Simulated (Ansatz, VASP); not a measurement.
# Ga in VASP and in Ansatz

File INCAR:

```
SYSTEM = Ga
PREC = Accurate
ENCUT = 520
EDIFF = 1E-6
ISMEAR = -1
SIGMA = 0.03
LREAL = .FALSE.
LASPH = .TRUE.
NELM = 60
ALGO = Normal
ISIF = 2
LWAVE = .FALSE.
LCHARG = .TRUE.
GGA = PE
LELF = .TRUE.
LVHAR = .TRUE.
NBANDS = 12
```

KPOINTS

```
regular mesh
0
G
  5 5 5
  0 0 0
```

File POSCAR:

```
Ga
1.0
   -1.6879774911      1.6879774911      1.6879774911
    1.6879774911     -1.6879774911      1.6879774911
    1.6879774911      1.6879774911     -1.6879774911
Ga
1
Direct
    0.0000000000      0.0000000000      0.0000000000
```

Input for Ansatz:

```yaml
crystal:
  lattice:
    - [-1.6879774911, 1.6879774911, 1.6879774911]
    - [1.6879774911, -1.6879774911, 1.6879774911]
    - [1.6879774911, 1.6879774911, -1.6879774911]
  atoms:
    - { symbol: Ga, position: [0.0, 0.0, 0.0] }
kpoints:
  mp_grid: { grid: [5, 5, 5] }
scf:
  occupations: { method: fermi_dirac, width: 0.03 }
hamiltonian:
  xc: pbe
  pseudopotentials: { kind: all_electron, lapw: { basis_error: 0.00025 } }
output:
  forces: true
  stress: true
  eigenvalues: true
```

Alike in both runs: task single point; functional PBE; k mesh 5 × 5 × 5; occupations fermi-dirac, width 0.03 eV; no spin polarisation.

```csv
,VASP,Ansatz
version,VASP 6.6.1,Ansatz 0.2.0
potentials or method,"VASP PAW PBE potentials, release 64 (Ga_d), cutoff 520 eV","all-electron LAPW, scalar-relativistic"
```

|  | VASP | Ansatz | Ansatz less VASP |
| --- | --- | --- | --- |
| pressure (GPa) | -1.5 | -1.6 | -0.03 |

Ansatz ran all-electron here, and VASP with PAW potentials.

The k mesh is coarse, so the values compare programs but aren't converged.
